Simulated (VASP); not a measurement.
# WS2 (P6_3/mmc) in VASP: settings compared

The runs below take WS2 through single point, with PBEsol, LDA, PBE.

Everything below comes from runs of VASP 6.6.1. Logs are shortened: lines on timing, memory, paths and dates and some standing lists are left out, and cuts for length are marked.

## Step 1: The cell of the first run

The structure is hexagonal, space group P6_3/mmc (No. 194). Conventional cell: a = 3.222 Å, b = 3.222 Å, c = 12.664 Å, α = 90.00°, β = 90.00°, γ = 120.00°. W (site symmetry -6m2) has 6 S at 2.44 Å and 6 W at 3.22 Å within 3.3 Å. Within 3.3 Å of S (site symmetry 3m) lie 3 W at 2.44 Å and 7 S at 3.17 to 3.22 Å.

## Step 2: Single point, PBEsol (18.97 Å³/atom)

The input, INCAR:

```
SYSTEM = WS2
PREC = Accurate
ENCUT = 520
EDIFF = 1E-6
ISMEAR = -1
SIGMA = 0.05
LREAL = .False.
LASPH = .True.
NELM = 80
ALGO = Normal
ISIF = 2
LWAVE = .False.
LCHARG = .False.
GGA = PS
NBANDS = 35
```

The input, KPOINTS:

```
regular mesh
0
Gamma
  10 10 3
  0 0 0
```

The input, POSCAR:

```
WS2
1.0
    3.2218469041      0.0000000000      0.0000000000
   -1.6109234521      2.7902012661      0.0000000000
    0.0000000000      0.0000000000     12.6644925478
W S
2 4
Direct
    0.6666666667      0.3333333333      0.7500000000
    0.3333333333      0.6666666667      0.2500000000
    0.6666666667      0.3333333333      0.3750000000
    0.3333333333      0.6666666667      0.8750000000
    0.6666666667      0.3333333333      0.1250000000
    0.3333333333      0.6666666667      0.6250000000
```

Potentials or basis: VASP PAW PBE potentials, release 64 (W_sv, S).

The run is started by

```
$ cat potpaw_PBE.64/W_sv/POTCAR potpaw_PBE.64/S/POTCAR > POTCAR
$ mpirun -np 1 vasp_std > vasp.out
```

OUTCAR:

```text
SYSTEM = WS2
   PREC = Accurate
   ENCUT = 520
   EDIFF = 1E-6
   ISMEAR = -1
   LREAL = .False.
   LASPH = .True.
   NELM = 80
   ISIF = 2
   GGA = PS

 ion  position               nearest neighbor table
   1  0.667  0.333  0.750-   4 2.44   6 2.44   4 2.44   6 2.44   4 2.44   6 2.44
   2  0.333  0.667  0.250-   3 2.44   5 2.44   3 2.44   5 2.44   3 2.44   5 2.44
   3  0.667  0.333  0.375-   2 2.44   2 2.44   2 2.44
   4  0.333  0.667  0.875-   1 2.44   1 2.44   1 2.44
   5  0.667  0.333  0.125-   2 2.44   2 2.44   2 2.44
   6  0.333  0.667  0.625-   1 2.44   1 2.44   1 2.44

  LATTYP: Found a hexagonal cell.
 ALAT       =     3.2218469041
 C/A-ratio  =     3.9308176101

  Lattice vectors:

 A1 = (   3.2218469041,   0.0000000000,   0.0000000000)
 A2 = (  -1.6109234521,   2.7902012661,   0.0000000000)
 A3 = (   0.0000000000,   0.0000000000,  12.6644925478)

Analysis of symmetry for initial positions (statically):
=====================================================================
 Subroutine PRICEL returns:
 Original cell was already a primitive cell.

 Routine SETGRP: Setting up the symmetry group for a
 hexagonal supercell.

 Subroutine GETGRP returns: Found 24 space group operations
 (whereof 12 operations were pure point group operations)
 out of a pool of 24 trial point group operations.

The static configuration has the point symmetry D_3d.
 The point group associated with its full space group is D_6h.

Analysis of symmetry for dynamics (positions and initial velocities):
=====================================================================
 Subroutine PRICEL returns:
 Original cell was already a primitive cell.

 Routine SETGRP: Setting up the symmetry group for a
 hexagonal supercell.

 Subroutine GETGRP returns: Found 24 space group operations
 (whereof 12 operations were pure point group operations)
 out of a pool of 24 trial point group operations.

The dynamic configuration has the point symmetry D_3d.
 The point group associated with its full space group is D_6h.

 Subroutine INISYM returns: Found 24 space group operations
 (whereof 12 operations are pure point group operations),
 and found     1 'primitive' translations

----------------------------------------------------------------------------------------

                                     Primitive cell

  volume of cell :     113.8487

  direct lattice vectors                    reciprocal lattice vectors
     3.221846904  0.000000000  0.000000000     0.310380980  0.179198542  0.000000000
    -1.610923452  2.790201266  0.000000000     0.000000000  0.358397085  0.000000000
     0.000000000  0.000000000 12.664492548     0.000000000  0.000000000  0.078960921

  length of vectors
     3.221846904  3.221846904 12.664492548     0.358397085  0.358397085  0.078960921

  position of ions in fractional coordinates (direct lattice)
     0.666666667  0.333333333  0.750000000
     0.333333333  0.666666667  0.250000000
     0.666666667  0.333333333  0.375000000
     0.333333333  0.666666667  0.875000000
     0.666666667  0.333333333  0.125000000
     0.333333333  0.666666667  0.625000000

  ion indices of the primitive-cell ions
   primitive index   ion index
                 1           1
                 2           2
                 3           3
                 4           4
                 5           5
                 6           6

----------------------------------------------------------------------------------------

 KPOINTS: regular mesh

Automatic generation of k-mesh.
 Grid dimensions read from file:
 generate k-points for:   10   10    3

 Generating k-lattice:

  Cartesian coordinates                     Fractional coordinates (reciprocal lattice)
     0.031038098  0.017919854  0.000000000     0.100000000  0.000000000  0.000000000
     0.000000000  0.035839708  0.000000000     0.000000000  0.100000000  0.000000000
     0.000000000  0.000000000  0.026320307     0.000000000  0.000000000  0.333333333

  Length of vectors
     0.035839708  0.035839708  0.026320307

  Shift w.r.t. Gamma in fractional coordinates (k-lattice)
     0.000000000  0.000000000  0.000000000

 Subroutine IBZKPT returns following result:
 ===========================================

 Found     28 irreducible k-points:

 Following reciprocal coordinates:
            Coordinates               Weight
  0.000000  0.000000  0.000000      1.000000
  0.100000  0.000000  0.000000      6.000000
  0.200000  0.000000  0.000000      6.000000
  0.300000  0.000000  0.000000      6.000000
  0.400000  0.000000  0.000000      6.000000
  0.500000  0.000000  0.000000      3.000000
[... 16 lines left out ...]
  0.300000  0.100000  0.333333     24.000000
  0.400000  0.100000  0.333333     24.000000
 [... further k-points ...]
   k-points           NKPTS =     28   k-points in BZ     NKDIM =     28   number of bands    NBANDS=     35
   number of dos      NEDOS =    301   number of ions     NIONS =      6
   total plane-waves  NPLWV =  55296
   dimension x,y,z NGX =    24 NGY =   24 NGZ =   96
   dimension x,y,z NGXF=    48 NGYF=   48 NGZF=  192
   ions per type =               2   4
   NGX,Y,Z   is equivalent  to a cutoff of  12.38, 12.38, 12.60 a.u.
   NGXF,Y,Z  is equivalent  to a cutoff of  24.77, 24.77, 25.20 a.u.
 SYSTEM =  WS2
   PREC   = accura    normal or accurate (medium, high low for compatibility)
   ISTART =      0    job   : 0-new  1-cont  2-samecut
   ICHARG =      2    charge: 1-file 2-atom 10-const
   ISPIN  =      1    spin polarized calculation?
   LNONCOLLINEAR =      F non collinear calculations
   LSORBIT =      F    spin-orbit coupling
   LASPH  =      T    aspherical Exc in radial PAW
   ENCUT  =  520.0 eV  38.22 Ry    6.18 a.u.   5.99  5.99 23.55*2*pi/ulx,y,z
   NELM   =     80;   NELMIN=  2; NELMDL= -5     # of ELM steps
   EDIFF  = 0.1E-05   stopping-criterion for ELM
   LREAL  =      F    real-space projection
   EDIFFG = 0.1E-04   stopping-criterion for IOM
   NSW    =      0    number of steps for IOM
   IBRION =     -1    ionic relax: 0-MD 1-quasi-New 2-CG
   NFREE  =      0    steps in history (QN), initial steepest desc. (CG)
   ISIF   =      2    stress and relaxation
   ISYM   =      2    0-nonsym 1-usesym 2-fastsym
   POTIM  = 0.5000    time-step for ionic-motion
   TEBEG  =    0.0;   TEEND  =   0.0 temperature during run
   PSTRESS=    0.0 pullay stress
   NELECT =      52.0000    total number of electrons
   NUPDOWN=      -1.0000    fix difference up-down
   EMIN   =  10.00;   EMAX   =-10.00  energy-range for DOS
   EFERMI =   0.00;   METHOD = LEGACY
   ISMEAR =    -1;   SIGMA  =   0.05  broadening in eV -4-tet -1-fermi 0-gaus
   EFERMI_NEDOS =   21; number of points for ismear=-14 and -15
   IALGO  =     38    algorithm
   IMIX   =      4    mixing-type and parameters
     AMIX     =   0.40;   BMIX     =  1.00
     AMIX_MAG =   1.60;   BMIX_MAG =  1.00
  volume/ion in A,a.u.               =      18.97       128.05
  Fermi-wavevector in a.u.,A,eV,Ry     =   1.260762  2.382495 21.626753  1.589522
  Thomas-Fermi vector in A             =   2.394256
   LORBIT       =      0    0 simple, 1 ext, 2 COOP (PROOUT), +10 PAW based schemes
   GGA     = PS    functional components
   LHFCALC =     F    Hartree Fock is set to
   AEXX    =    0.0000 exact exchange contribution
   IVDW    =     0    specifies the selected vdW correction
   LEPSILON=     F    determine dielectric tensor
   LRPA    =     F    only Hartree local field effects (RPA)
 non-spin polarized calculation
  energy-cutoff  :      520.00
  volume of cell :      113.85
 maximum number of plane-waves:      3101
 NGX is ok and might be reduce to    24
   NGX = 11   NGY = 11   NGZ = 47

 number of electron      52.0000012 magnetization

 Free energy of the ion-electron system (eV)
  ---------------------------------------------------
  ext. energy  EPLUGINS =         0.00000000
  ---------------------------------------------------
  free energy    TOTEN  =       -50.38220512 eV

  energy without entropy =      -50.38220466  energy(sigma->0) =      -50.38220489

 E-fermi :   7.0159     XC(G=0): -10.7547

 val. band max:        6.5147394653   @ k =   0.0000   0.0000   0.0000
 cond. band min:       7.6376829922   @ k =   0.2000   0.2000   0.0000
 fundamental gap:      1.1229435269
 Fermi energy:         7.0158842195

 k-point     1 :       0.0000    0.0000    0.0000
  band No.  band energies     occupation
      1     -68.1054      2.00000
      2     -68.1053      2.00000
      3     -32.3077      2.00000
      4     -32.3076      2.00000
      5     -32.1852      2.00000
      6     -32.1852      2.00000
[... 27 lines left out ...]
     34       8.9257      0.00000
     35      10.8773      0.00000

 k-point     2 :       0.1000    0.0000    0.0000
  band No.  band energies     occupation
      1     -68.1040      2.00000
      2     -68.1040      2.00000
      3     -32.3027      2.00000
      4     -32.3027      2.00000
      5     -32.2134      2.00000
      6     -32.2134      2.00000
[... 27 lines left out ...]
     34       9.0266      0.00000
     35      11.5922      0.00000

 k-point     3 :       0.2000    0.0000    0.0000
  band No.  band energies     occupation
      1     -68.1005      2.00000
      2     -68.1005      2.00000
      3     -32.2897      2.00000
      4     -32.2897      2.00000
      5     -32.2864      2.00000
      6     -32.2864      2.00000
[... 27 lines left out ...]
     34       9.6555      0.00000
     35      12.7373      0.00000
[... 723 lines left out ...]
 k-point    23 :       0.3000    0.1000    0.3333
  band No.  band energies     occupation
      1     -68.0939      2.00000
      2     -68.0939      2.00000
      3     -32.4127      2.00000
      4     -32.4127      2.00000
      5     -32.2645      2.00000
      6     -32.2645      2.00000
[... 27 lines left out ...]
     34      10.5522      0.00000
     35      12.3035      0.00000

 k-point    24 :       0.4000    0.1000    0.3333
  band No.  band energies     occupation
      1     -68.0915      2.00000
      2     -68.0915      2.00000
      3     -32.4584      2.00000
      4     -32.4584      2.00000
      5     -32.2692      2.00000
      6     -32.2692      2.00000
[... 27 lines left out ...]
     34      10.4247      0.00000
     35      11.2995      0.00000

 [... further k-points ...]

------------------------ aborting loop because EDIFF is reached ----------------------------------------

  FORCE on cell =-STRESS in cart. coord.  units (eV):
  Direction    XX          YY          ZZ          XY          YZ          ZX
  --------------------------------------------------------------------------------------
  -------------------------------------------------------------------------------------
  Total       -6.2392171     -6.2392171     -4.9534605      0.0000000      0.0000000      0.0000000
  in kB      -87.8036267    -87.8036267    -69.7093554      0.0000000      0.0000000      0.0000000
  external PRESSURE =     -81.7722029 kB  Pullay stress =       0.0000000 kB

 VOLUME and BASIS-vectors are now :
 -----------------------------------------------------------------------------
  energy-cutoff  :      520.00
  volume of cell :      113.85
      direct lattice vectors                 reciprocal lattice vectors
     3.221846904  0.000000000  0.000000000     0.310380980  0.179198542  0.000000000
    -1.610923452  2.790201266  0.000000000     0.000000000  0.358397085  0.000000000
     0.000000000  0.000000000 12.664492548     0.000000000  0.000000000  0.078960921

 POSITION                                       TOTAL-FORCE (eV/Angst)
 -----------------------------------------------------------------------------------
      1.61092      0.93007      9.49837         0.000000      0.000000     -0.000000
     -0.00000      1.86013      3.16612        -0.000000     -0.000000     -0.000000
      1.61092      0.93007      4.74918         0.000000     -0.000000     -0.781349
     -0.00000      1.86013     11.08143        -0.000000      0.000000     -0.781349
      1.61092      0.93007      1.58306         0.000000     -0.000000      0.781349
     -0.00000      1.86013      7.91531        -0.000000      0.000000      0.781349
 -----------------------------------------------------------------------------------
    total drift:                               -0.000000      0.000000     -0.000000

  FREE ENERGIE OF THE ION-ELECTRON SYSTEM (eV)
  ---------------------------------------------------
  free  energy   TOTEN  =       -50.3822051194 eV

  energy  without entropy=      -50.3822046571  energy(sigma->0) =      -50.38220489
```

Wall time 2.7 min (1 thread of Intel Xeon 8259CL, shared host); peak memory 0.27 GiB.

What came out:

* Free energy: -50.3822 eV
* Pressure: -8.2 GPa
* Largest force: 0.781 eV/Å
* Band gap on the k mesh: 1.12 eV (least direct gap 1.97 eV)

Forces on the atoms (eV/Å):
```
W    0.000  0.000  0.000
W    0.000  0.000  0.000
S    0.000  0.000 -0.781
S    0.000  0.000 -0.781
S    0.000  0.000  0.781
S    0.000  0.000  0.781
```

Stress tensor (GPa, compression positive):
```
-8.78  0.00  0.00
 0.00 -8.78  0.00
 0.00  0.00 -6.97
```

Caveat: the cell stands under tension; the PAW data sets were made with another functional, which shifts forces and pressure a little; spin-orbit coupling is left out, which moves the levels of the heavy elements; this functional lacks dispersion, which binds layers or chains, so the pressure and a relaxed spacing across them are unreliable. A k mesh can miss the band edges.

## Step 3: Single point, PBEsol (19.34 Å³/atom)

This run uses another cell than the first one, of 19.34 Å³/atom.

The input, INCAR:

```
SYSTEM = WS2
PREC     = Accurate       ! precision mode
ENCUT    = 520            ! plane-wave cutoff, eV
EDIFF    = 1E-7           ! SCF threshold, eV
ISMEAR   = -1             ! smearing method
SIGMA    = 0.05           ! smearing width, eV
LREAL    = .False.        ! projectors in reciprocal space
LASPH    = .True.         ! aspherical terms in the spheres
NELM     = 60             ! most SCF steps
ALGO     = Normal         ! electronic algorithm
ISIF     = 2              ! what is computed and relaxed
LWAVE    = .False.        ! write WAVECAR
LCHARG   = .False.        ! write CHGCAR
GGA      = PS             ! functional
NBANDS   = 35             ! bands
```

KPOINTS is that of step 2.

Edit POSCAR of step 2 so:

```diff
@@ -2,5 +2,5 @@
 1.0
-    3.2218469041      0.0000000000      0.0000000000
-   -1.6109234521      2.7902012661      0.0000000000
-    0.0000000000      0.0000000000     12.6644925478
+    3.2423687753      0.0000000000      0.0000000000
+   -1.6211843877      2.8079737278      0.0000000000
+    0.0000000000      0.0000000000     12.7451602803
 W S
```

Potentials or basis: VASP PAW PBE potentials, release 64 (W_sv, S).

The run is started by

```
$ cat potpaw_PBE.64/W_sv/POTCAR potpaw_PBE.64/S/POTCAR > POTCAR
$ mpirun -np 1 vasp_std > vasp.out
```

It took 2.6 min on 1 thread of Intel Xeon 8259CL, shared host; peak memory 0.27 GiB.

The run converged. Its results:

```yaml
Free_energy: -50.2549 eV
Pressure: -10.5 GPa
Largest_force: 1.069 eV/Å
Band_gap_on_the_k_mesh: 1.14 eV (least direct gap 1.93 eV)
```

Forces on the atoms (eV/Å):
```
W    0.000  0.000  0.000
W    0.000  0.000  0.000
S    0.000  0.000 -1.069
S    0.000  0.000 -1.069
S    0.000  0.000  1.069
S    0.000  0.000  1.069
```

Stress tensor (GPa, compression positive):
```
-11.05   0.00   0.00
  0.00 -11.05   0.00
  0.00   0.00  -9.54
```

Levels at points of the mesh, in eV from the valence-band top:
```csv
k point,band 22,band 23,band 24,band 25,band 26,band 27,band 28,band 29,band 30,band 31
"(0.00, 0.00, 0.00)",-2.09,-2.09,-1.48,-0.93,0.00,2.17,2.17,2.18,2.18,2.22
"(0.50, 0.00, 0.00)",-2.55,-1.90,-1.75,-1.52,-1.36,2.07,2.10,2.42,2.59,3.00
```

Caveat: the cell stands under tension; the PAW data sets were made with another functional, which shifts forces and pressure a little; spin-orbit coupling is left out, which moves the levels of the heavy elements; this functional lacks dispersion, which binds layers or chains, so the pressure and a relaxed spacing across them are unreliable.

(Continued in part 2 of 3.)
